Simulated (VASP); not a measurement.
# TiO: relaxation of cell and atoms with r2SCAN

The system is TiO.

```xyz
2
Lattice="0.0000 2.2316 2.2316 2.2316 0.0000 2.2316 2.2316 2.2316 0.0000" Properties=species:S:1:pos:R:3 pbc="T T T"
Ti    0.0000    0.0000    0.0000
O     1.1158    1.1158    1.1158
```

```yaml
Program: VASP 6.6.1
Task: relaxation of cell and atoms
Functional: r2SCAN
Potentials_or_basis: VASP PAW PBE potentials, release 64 (Ti_sv, O)
Cutoff: 600 eV
k_mesh: 8 × 8 × 8
Occupations: gaussian, width 0.1 eV
Spin: collinear spin
Starting_moments: "[0.14, 0.0] μB"
Dipole_correction: no
Further_INCAR_settings: ALGO = Normal; EDIFF = 1e-06; IBRION = 2; EDIFFG = -0.05; NSW = 100; ISIF = 3
```

- Relaxed volume: 12.34 Å³/atom
- Relaxed cell: a = 3.268 Å, b = 3.268 Å, c = 3.268 Å, α = 60.00°, β = 60.00°, γ = 60.00°
- Space group after relaxing (to 0.1 Å): F-43m (No. 216)
- Energy gained by relaxing: 79.9 meV/atom
- Ionic steps: 3
- Pressure after relaxing: -0.5 GPa
- Net moment: 0.22 μB per cell
- Site moments: Ti +0.20; O -0.01 μB
- Valence electrons inside the program's atomic spheres: Ti 10.25; O 5.10

Step by step:
| step | energy change (eV) | largest force (eV/Å) | pressure (GPa) | volume (Å³) |
| --- | --- | --- | --- | --- |
| 1 | 0.0000 | 0.0000 | 23.46 | 22.23 |
| 2 | 0.0378 | 0.0000 | -17.35 | 27.88 |
| 3 | -0.1597 | 0.0000 | -0.51 | 24.68 |

Final structure:
```yaml
crystal:
  lattice:
    - [0.00000, 2.31092, 2.31092]
    - [2.31092, 0.00000, 2.31092]
    - [2.31092, 2.31092, 0.00000]
  atoms:
    - { symbol: Ti, position: [0.00000, 0.00000, 0.00000] }
    - { symbol: O, position: [0.25000, 0.25000, 0.25000] }
```

Levels at points of the mesh, in eV from the Fermi level:
Spin up:
```csv
k point,band 6,band 7,band 8,band 9,band 10,band 11,band 12,band 13
"(0.00, 0.00, 0.00)",-7.75,-7.75,-7.75,-1.27,0.39,0.39,3.21,3.21
"(0.50, 0.00, 0.00)",-8.17,-7.34,-7.34,-0.12,0.65,0.65,2.29,2.29
"(0.50, 0.50, 0.00)",-8.69,-6.74,-6.74,-1.81,0.49,1.24,1.78,1.78
```
Spin down:
```tsv
k point	band 7	band 8	band 9	band 10	band 11	band 12
(0.00, 0.00, 0.00)	-7.72	-7.72	-1.26	0.78	0.78	3.34
(0.50, 0.00, 0.00)	-7.31	-7.31	-0.04	1.02	1.02	2.44
(0.50, 0.50, 0.00)	-6.73	-6.73	-1.77	0.79	1.65	1.95
```

It took 10 min on 1 thread of Intel Xeon 8259CL (shared host), peak memory 0.17 GiB.

Caveat: a moment this small can come from the mesh or the smearing; the PAW data sets were made with another functional, which shifts forces and pressure a little; semilocal functionals often make such compounds metallic where correlation or magnetic order opens a gap, which also shifts bond lengths.
